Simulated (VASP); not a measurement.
**Ca: single point with PBE**

The system is Ca.

```
Ca
1.0
     0.00000    2.70601    2.70601
     2.70601    0.00000    2.70601
     2.70601    2.70601    0.00000
Ca
1
Direct
  0.00000 0.00000 0.00000
```

This cell differs from its parent crystal: volume scaled by 0.94.

```
Program                : VASP 6.6.1
Task                   : single point
Functional             : PBE
Potentials or basis    : VASP PAW PBE potentials, release 64 (Ca_sv)
Cutoff                 : 520 eV
k mesh                 : 14 × 14 × 14
Occupations            : gaussian, width 0.1 eV
Spin                   : no spin polarisation
Dipole correction      : no
Further INCAR settings : ALGO = Normal; EDIFF = 1e-06; NBANDS = 11
```

| Quantity | Value |
| --- | --- |
| Pressure | 1.2 GPa |
| Band gap on the k mesh | zero (band 5 reaches 2.33 eV, above the bottom of band 6 at 2.11 eV) |

Levels at points of the mesh, in eV from the Fermi level:
```csv
k point,band 2,band 3,band 4,band 5,band 6,band 7,band 8,band 9
"(0.00, 0.00, 0.00)",-22.77,-22.77,-22.77,-4.13,2.43,2.43,2.43,3.58
"(0.50, 0.00, 0.00)",-22.95,-22.80,-22.80,-1.01,-0.10,2.30,2.30,4.32
"(0.50, 0.50, 0.00)",-22.94,-22.84,-22.84,-0.52,0.55,1.09,4.31,4.52
```

Run time: 25 s on 1 thread of Intel Xeon 6975P-C, with other jobs on the host, peak memory 0.19 GiB.
